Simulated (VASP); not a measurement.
NaCl:

```
CELL_PARAMETERS angstrom
3.53081 0.00000 0.00000
0.00000 3.53081 0.00000
0.00000 0.00000 3.53081
ATOMIC_POSITIONS crystal
Na 0.00000 0.00000 0.00000
Cl 0.50000 0.50000 0.50000
```

This cell differs from its parent crystal: strain +2.1%.

Base run:

```yaml
Program: VASP 6.6.1
Functional: PBE
Potentials_or_basis: VASP PAW PBE potentials, release 64 (Na_pv, Cl)
Cutoff: 520 eV
k_mesh: 8 × 8 × 8
Occupations: fermi-dirac, width 0.02 eV
Spin: no spin polarisation
```

Its results: band gap on the k mesh 3.90 eV, indirect (least direct gap 4.37 eV); pressure -0.5 GPa.

The run is repeated on the same cell with these changes: functional from PBE to r2SCAN; occupations from fermi-dirac, width 0.02 eV to gaussian, width 0.01 eV. What comes out?

Band gap on the k mesh 4.73 eV, indirect (least direct gap 5.21 eV); pressure -1.8 GPa.

Caveats: the PAW data sets were made with another functional, which shifts forces and pressure a little (some runs).

A k mesh can miss the band edges.
